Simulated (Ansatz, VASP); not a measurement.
## Mo: VASP beside Ansatz

File INCAR:

```
PREC = Accurate ; ENCUT = 520
EDIFF = 1E-6 ; ISMEAR = 0
SIGMA = 0.1 ; LREAL = False
LASPH = True ; NELM = 60
ALGO = Fast ; ISIF = 2
LWAVE = False ; LCHARG = False
LDIPOL = True ; IDIPOL = 3
DIPOL = 0.5 0.5 0.500 ; GGA = PE
NBANDS = 58
```

The input KPOINTS:

```
regular mesh
0
Gamma
  9 9 1
```

POSCAR

```
Mo
1.0
    4.4695390377      0.0000000000      0.0000000000
   -2.2347695189      3.8707343499      0.0000000000
    0.0000000000      0.0000000000     20.4740450139
Mo
7
Direct
    0.6666666667      0.3333333333      0.3663174519
    0.3333333333      0.6666666667      0.4108783013
    0.0000000000      0.0000000000      0.4554391506
    0.6666666667      0.3333333333      0.5000000000
    0.3333333333      0.6666666667      0.5445608494
    0.0000000000      0.0000000000      0.5891216987
    0.6666666667      0.3333333333      0.6336825481
```

Input for Ansatz:

```yaml
crystal:
  lattice:
    - [4.4695390378, 0.0, 0.0]
    - [-2.2347695189, 3.8707343499, 0.0]
    - [0.0, 0.0, 20.474045014]
  atoms:
    - { symbol: Mo, position: [0.6666666667, 0.3333333333, 0.3663174519] }
    - { symbol: Mo, position: [0.3333333333, 0.6666666667, 0.4108783013] }
    - { symbol: Mo, position: [0.0, 0.0, 0.4554391506] }
    - { symbol: Mo, position: [0.6666666667, 0.3333333333, 0.5] }
    - { symbol: Mo, position: [0.3333333333, 0.6666666667, 0.5445608494] }
    - { symbol: Mo, position: [0.0, 0.0, 0.5891216987] }
    - { symbol: Mo, position: [0.6666666667, 0.3333333333, 0.6336825481] }
basis:
  ecutwfc: 420
kpoints:
  mp_grid: { grid: [9, 9, 1] }
hamiltonian:
  xc: pbe
scf:
  occupations: { method: gaussian, width: 0.1 }
output:
  forces: true
  stress: true
  eigenvalues: true
  write_density: true
  write_potential: true
  elf: true
  volumetric_format: npy
efield:
  axis: 3
  dipole_correction: true
```

Alike in both runs: task single point; functional PBE; k mesh 9 × 9 × 1; occupations gaussian, width 0.1 eV; no spin polarisation.

```csv
,VASP,Ansatz
version,VASP 6.6.1,Ansatz 0.2.0
potentials or method,"VASP PAW PBE potentials, release 64 (Mo_sv), cutoff 520 eV","scalar-relativistic, plane waves, PAW"
valence electrons in the cell,98,98
```

|  | VASP | Ansatz | Ansatz less VASP |
| --- | --- | --- | --- |
| gap on the k mesh at the Fermi level (eV) | none | none | - |
| rms of the force components (eV/Å) | 0.675 | 0.680 | +0.0054 |

Atom by atom the forces differ by 0.009 eV/Å (rms over components). A gap of «none» marks a metal or a gap that the smearing closes. The functional is the same, so the differences come from potentials, cutoffs and numerics. Ansatz's warnings: xc potential rough in thin density.
